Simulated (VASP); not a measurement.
# NiO (Fm-3m) in VASP: notebook, part 2 of 2

VASP 6.6.1. The steps go on from the part before.

## Step 6: Single point, PBE, collinear spin, ferromagnetic start

This run uses another cell than the first one, of 9.62 Å³/atom, 1.082 times its volume.

Input file INCAR:

```
SYSTEM = NiO
ALGO = Normal
EDIFF = 1E-6
ENCUT = 520
GGA = PE
ISIF = 2
ISMEAR = -1
ISPIN = 2
LASPH = .TRUE.
LCHARG = .TRUE.
LELF = .TRUE.
LMAXMIX = 4
LORBIT = 11
LREAL = .FALSE.
LVHAR = .TRUE.
LWAVE = .FALSE.
MAGMOM = 1 0
NBANDS = 19
NELM = 150
PREC = Accurate
SIGMA = 0.1
```

Input file KPOINTS:

```
k-points
0
G
  12 12 12
  0 0 0
```

Input file POSCAR:

```
NiO
1.0
    0.0000000000      2.1268120585      2.1268120585
    2.1268120585      0.0000000000      2.1268120585
    2.1268120585      2.1268120585      0.0000000000
Ni O
1 1
Direct
    0.0000000000      0.0000000000      0.0000000000
    0.5000000000      0.5000000000      0.5000000000
```

Potentials or basis: VASP PAW PBE potentials, release 64 (Ni, O).

Run with:

```console
$ cat potpaw_PBE.64/Ni/POTCAR potpaw_PBE.64/O/POTCAR > POTCAR
$ mpirun -np 1 vasp_std > vasp.out
```

OUTCAR:

```text
SYSTEM = NiO
   EDIFF = 1E-6
   ENCUT = 520
   GGA = PE
   ISIF = 2
   ISMEAR = -1
   ISPIN = 2
   LASPH = .TRUE.
   LORBIT = 11
   LREAL = .FALSE.
   NELM = 150
   PREC = Accurate

 ion  position               nearest neighbor table
   1  0.000  0.000  0.000-   2 2.13   2 2.13   2 2.13   2 2.13   2 2.13   2 2.13
   2  0.500  0.500  0.500-   1 2.13   1 2.13   1 2.13   1 2.13   1 2.13   1 2.13

  LATTYP: Found a face centered cubic cell.
 ALAT       =     4.2536241170

  Lattice vectors:

 A1 = (   0.0000000000,   2.1268120585,   2.1268120585)
 A2 = (   2.1268120585,   0.0000000000,   2.1268120585)
 A3 = (   2.1268120585,   2.1268120585,   0.0000000000)

[... 1271 lines left out ...]
  energy-cutoff  :      520.00
  volume of cell :       19.24
      direct lattice vectors                 reciprocal lattice vectors
     0.000000000  2.126812059  2.126812059    -0.235093645  0.235093645  0.235093645
     2.126812059  0.000000000  2.126812059     0.235093645 -0.235093645  0.235093645
     2.126812059  2.126812059  0.000000000     0.235093645  0.235093645 -0.235093645

 POSITION                                       TOTAL-FORCE (eV/Angst)
 -----------------------------------------------------------------------------------
      0.00000      0.00000      0.00000         0.000000      0.000000      0.000000
      2.12681      2.12681      2.12681        -0.000000     -0.000000      0.000000
 -----------------------------------------------------------------------------------
    total drift:                                0.000000     -0.000000     -0.000000

  FREE ENERGIE OF THE ION-ELECTRON SYSTEM (eV)
  ---------------------------------------------------
  free  energy   TOTEN  =       -11.4895479319 eV

  energy  without entropy=      -11.4523601031  energy(sigma->0) =      -11.47095402

 total charge

# of ion       s       p       d       tot
------------------------------------------
    1        0.315   0.364   8.213   8.892
    2        1.557   3.394   0.000   4.952
--------------------------------------------------
tot          1.872   3.758   8.213  13.843

 magnetization (x)

# of ion       s       p       d       tot
------------------------------------------
    1        0.011   0.014   1.426   1.450
    2        0.026   0.241   0.000   0.266
--------------------------------------------------
tot          0.037   0.254   1.426   1.717
```

It took 50 s on 1 thread of AMD EPYC 7R13 (Zen 3), shared host; peak memory 0.15 GiB.

Results:

```yaml
Free_energy: -11.4895 eV
Pressure: -5.1 GPa
Net_moment: 1.76 μB per cell
Site_moments: Ni +1.45; O +0.27 μB
Valence_electrons_inside_the_program's_atomic_spheres: Ni 8.89; O 4.95
```

Levels at points of the mesh, in eV from the Fermi level:
Spin up:
```csv
k point,band 7,band 8,band 9,band 10,band 11,band 12
"(0.00, 0.00, 0.00)",-2.51,-2.51,-2.51,1.28,17.71,18.55
"(0.50, 0.00, 0.00)",-1.39,0.21,0.21,5.52,9.48,13.69
"(0.50, 0.50, 0.00)",-2.27,-1.61,-1.61,5.82,10.25,12.04
```
Spin down:
```
           k point  band 4  band 5  band 6  band 7  band 8  band 9  band 10  band 11
(0.00, 0.00, 0.00)   -2.24   -1.69   -1.69   -1.69   -0.48   -0.48     1.62    17.64
(0.50, 0.00, 0.00)   -4.41   -0.88   -0.88   -0.54    2.13    2.13     5.68    10.00
(0.50, 0.50, 0.00)   -3.51   -2.56   -0.71   -0.71   -0.09    0.35     6.27    10.59
```

Caveat: a cell with one magnetic atom can't hold antiferromagnetic order, which such compounds often take; semilocal functionals often make such compounds metallic where correlation or magnetic order opens a gap, which also shifts bond lengths. With open d or f shells a metallic result of PBE can be an artefact of self-interaction; +U or a hybrid may open a gap.

## Step 7: The runs side by side

| cell | gap on the mesh (eV) | pressure (GPa) | moment (μB) |
| --- | --- | --- | --- |
| a = 2.930 Å, angles 60.0°, 2 atoms | none | 8.9 | 1.56 |
| a = 2.950 Å, angles 60.0°, 2 atoms | none | 4.8 | 1.62 |
| a = 2.969 Å, angles 60.0°, 2 atoms | none | 1.2 | 1.67 |
| a = 2.989 Å, angles 60.0°, 2 atoms | none | -2.1 | 1.72 |
| a = 3.008 Å, angles 60.0°, 2 atoms | none | -5.1 | 1.76 |

Alike in all rows: task single point; level PBE; potentials or basis VASP PAW PBE potentials, release 64 (Ni, O); spin collinear, ferromagnetic start; k mesh 12 × 12 × 12; cutoff (eV) 520; smearing fermi-dirac 0.1 eV.

Caveats: a cell with one magnetic atom can't hold antiferromagnetic order, which such compounds often take; semilocal functionals often make such compounds metallic where correlation or magnetic order opens a gap, which also shifts bond lengths.

Absolute energies hang on the potentials; compare differences alone.

## Step 8: Comparison with measurements

Step 4. Against the measured gap of NiO, 4.3 eV (quoted in “Local correlations, non-local screening, multiplets, and band formation in NiO”, 2012, arxiv:1210.6675), the calculated 0.00 eV is off by -4.30 eV. So large a miss can be the level of theory's own, or it may mean another phase, state or a wrong row. The value is that of PBE on a finite k mesh, which can miss the band edges, without temperature or zero-point motion. Semilocal functionals fall short of measured gaps as a rule. The run's magnetic order (collinear spin, ferromagnetic start) needn't be the measured crystal's.

Step 5. Against the measured gap of NiO, 4.3 eV (quoted in “Local correlations, non-local screening, multiplets, and band formation in NiO”, 2012, arxiv:1210.6675), the calculated 0.00 eV is off by -4.30 eV. So large a miss can be the level of theory's own, or it may mean another phase, state or a wrong row. The value is that of PBE on a finite k mesh, which can miss the band edges, without temperature or zero-point motion. Semilocal functionals fall short of measured gaps as a rule. The run's magnetic order (collinear spin, ferromagnetic start) needn't be the measured crystal's.
